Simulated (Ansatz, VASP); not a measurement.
# Two plane-wave programs on Zr

```xyz
2
Lattice="3.1645 0.0000 0.0000 -1.5822 2.7405 0.0000 0.0000 0.0000 5.0922" Properties=species:S:1:pos:R:3 pbc="T T T"
Zr    0.0000    1.8270    1.2731
Zr    1.5822    0.9135    3.8192
```

Alike in both runs: functional revPBE; dispersion D3(BJ); k mesh 15 × 15 × 8; occupations gaussian, width 0.1 eV; no spin polarisation.

Ansatz relaxed the structure, and its values are those at the end. VASP's run is a single point on that final structure, the one shown.

|  | VASP | Ansatz |
| --- | --- | --- |
| version | VASP 6.6.1 | Ansatz 0.2.0 |
| potentials or method | VASP PAW PBE potentials, release 64 (Zr_sv), cutoff 500 eV | scalar-relativistic, plane waves, PAW |
| valence electrons in the cell | 24 | 24 |

|  | VASP | Ansatz | Ansatz less VASP |
| --- | --- | --- | --- |
| gap on the k mesh at the Fermi level (eV) | none | none | - |
| pressure (GPa) | 0.0 | 0.0 | +0.02 |

VASP's potentials were made for PBE, not for revPBE. A gap of «none» marks a metal or a gap that the smearing closes.
